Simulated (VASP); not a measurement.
# CuI (F-43m) in VASP: a series of runs, part 2 of 2

VASP 6.6.1.

## Step 3: Relaxation of cell and atoms, PBEsol

This run uses another cell than the first one, of 28.07 Å³/atom, 1.072 times its volume.

INCAR

```
  ALGO = Normal
  EDIFF = 1E-6
  EDIFFG = -0.005
  ENCUT = 600
  GGA = PS
  IBRION = 2
  ISIF = 3
  ISMEAR = 0
  LASPH = T
  LCHARG = F
  LREAL = F
  LWAVE = F
  NELM = 60
  NSW = 70
  PREC = Accurate
  SIGMA = 0.02
```

KPOINTS

```
k-points
0
Gamma
  8 8 8
```

POSCAR

```
CuI
1.0
    0.0000000000      3.0390034084      3.0390034084
    3.0390034084      0.0000000000      3.0390034084
    3.0390034084      3.0390034084      0.0000000000
Cu I
1 1
Direct
    0.2500000000      0.2500000000      0.2500000000
    0.0000000000      0.0000000000      0.0000000000
```

Potentials or basis: VASP PAW PBE potentials, release 64 (Cu, I).

Launch:

```console
$ cat potpaw_PBE.64/Cu/POTCAR potpaw_PBE.64/I/POTCAR > POTCAR
$ mpirun -np 1 vasp_std > vasp.out
```

OUTCAR:

```text
EDIFF = 1E-6
   EDIFFG = -0.005
   ENCUT = 600
   GGA = PS
   IBRION = 2
   ISIF = 3
   ISMEAR = 0
   LASPH = T
   LREAL = F
   NELM = 60
   NSW = 70
   PREC = Accurate

 ion  position               nearest neighbor table
   1  0.250  0.250  0.250-   2 2.63   2 2.63   2 2.63   2 2.63
   2  0.000  0.000  0.000-   1 2.63   1 2.63   1 2.63   1 2.63

  LATTYP: Found a face centered cubic cell.
 ALAT       =     6.0780068168

  Lattice vectors:

 A1 = (   0.0000000000,   3.0390034084,   3.0390034084)
 A2 = (   3.0390034084,   0.0000000000,   3.0390034084)
 A3 = (   3.0390034084,   3.0390034084,   0.0000000000)

Analysis of symmetry for initial positions (statically):
=====================================================================
 Subroutine PRICEL returns:
 Original cell was already a primitive cell.

 Routine SETGRP: Setting up the symmetry group for a
 face centered cubic supercell.

 Subroutine GETGRP returns: Found 24 space group operations
 (whereof 24 operations were pure point group operations)
 out of a pool of 48 trial point group operations.

The static configuration has the point symmetry T_d .

Analysis of symmetry for dynamics (positions and initial velocities):
=====================================================================
 Subroutine PRICEL returns:
 Original cell was already a primitive cell.

 Routine SETGRP: Setting up the symmetry group for a
 face centered cubic supercell.
[... 231 lines left out ...]
  ext. energy  EPLUGINS =         0.00000000
  ---------------------------------------------------
  free energy    TOTEN  =        -6.32116537 eV

  energy without entropy =       -6.32116537  energy(sigma->0) =       -6.32116537

 E-fermi :   5.0275     XC(G=0):  -9.4133

 val. band max:        4.9384594729   @ k =   0.0000   0.0000   0.0000
 cond. band min:       6.1265582670   @ k =   0.0000   0.0000   0.0000
 fundamental gap:      1.1880987941
 Fermi energy:         5.0275242455

 k-point     1 :       0.0000    0.0000    0.0000
  band No.  band energies     occupation
      1      -9.4131      2.00000
      2       1.0150      2.00000
      3       1.0150      2.00000
      4       1.0150      2.00000
      5       2.8078      2.00000
      6       2.8078      2.00000
      7       4.9385      2.00000
      8       4.9385      2.00000
      9       4.9385      2.00000
     10       6.1266      0.00000
     11       9.7012      0.00000
     12       9.7012      0.00000
     13       9.7012      0.00000
[... 354 lines left out ...]
  band No.  band energies     occupation
      1      -8.6573      2.00000
      2      -0.7543      2.00000
      3       0.4569      2.00000
      4       1.0113      2.00000
      5       2.7331      2.00000
      6       2.8186      2.00000
      7       2.9454      2.00000
      8       3.4318      2.00000
      9       3.7754      2.00000
     10       8.5055      0.00000
     11       9.4501      0.00000
     12      11.1938      0.00000
     13      12.3982      0.00000

 [... further k-points ...]

------------------------ aborting loop because EDIFF is reached ----------------------------------------

  FORCE on cell =-STRESS in cart. coord.  units (eV):
  Direction    XX          YY          ZZ          XY          YZ          ZX
  --------------------------------------------------------------------------------------
  -------------------------------------------------------------------------------------
  Total       -0.0039055     -0.0039055     -0.0039055      0.0000000      0.0000000      0.0000000
  in kB       -0.1191168     -0.1191168     -0.1191168      0.0000000      0.0000000      0.0000000
  external PRESSURE =      -0.1191168 kB  Pullay stress =       0.0000000 kB
[... 17 lines left out ...]
  FREE ENERGIE OF THE ION-ELECTRON SYSTEM (eV)
  ---------------------------------------------------
  free  energy   TOTEN  =        -6.3211653710 eV

  energy  without entropy=       -6.3211653710  energy(sigma->0) =       -6.32116537

 reached required accuracy - stopping structural energy minimisation
```

CONTCAR:

```text
CuI
   1.00000000000000
    -0.0000000000000000    2.9725453018589079    2.9725453018589079
     2.9725453018589079   -0.0000000000000000    2.9725453018589079
     2.9725453018589079    2.9725453018589079    0.0000000000000000
  Cu              I
     1     1
Direct
     0.2500000000000000    0.2500000000000000    0.2500000000000000
     0.0000000000000000    0.0000000000000000    0.0000000000000000

  0.00000000E+00  0.00000000E+00  0.00000000E+00
  0.00000000E+00  0.00000000E+00  0.00000000E+00
```

Run time: 2.3 min. Hardware: 1 thread of AMD EPYC 7R43 (Zen 3), shared host; peak memory 0.18 GiB.

What came out:

```yaml
Free_energy: -6.3212 eV
Relaxed_volume: 26.27 Å³/atom
Relaxed_cell: a = 4.204 Å, b = 4.204 Å, c = 4.204 Å, α = 60.00°, β = 60.00°, γ = 60.00°
Space_group_after_relaxing_to_0.05_Å: F-43m (No. 216)
Energy_gained_by_relaxing: 16.7 meV/atom
Ionic_steps: 3
Pressure_after_relaxing: 0.0 GPa
Band_gap_on_the_k_mesh: 1.19 eV, direct
```

The path:
```csv
step,energy change (eV),largest force (eV/Å),pressure (GPa),volume (Å³)
1,0.0000,0.0000,-2.73,56.13
2,-0.0333,0.0000,0.19,52.34
3,-0.0334,0.0000,-0.01,52.53
```

Final structure:
```xyz
2
Lattice="0.0000 2.9725 2.9725 2.9725 0.0000 2.9725 2.9725 2.9725 0.0000" Properties=species:S:1:pos:R:3 pbc="T T T"
Cu    1.4863    1.4863    1.4863
I     0.0000    0.0000    0.0000
```

Caveat: the PAW data sets were made with another functional, which shifts forces and pressure a little; spin-orbit coupling is left out, which moves the levels of the heavy elements.
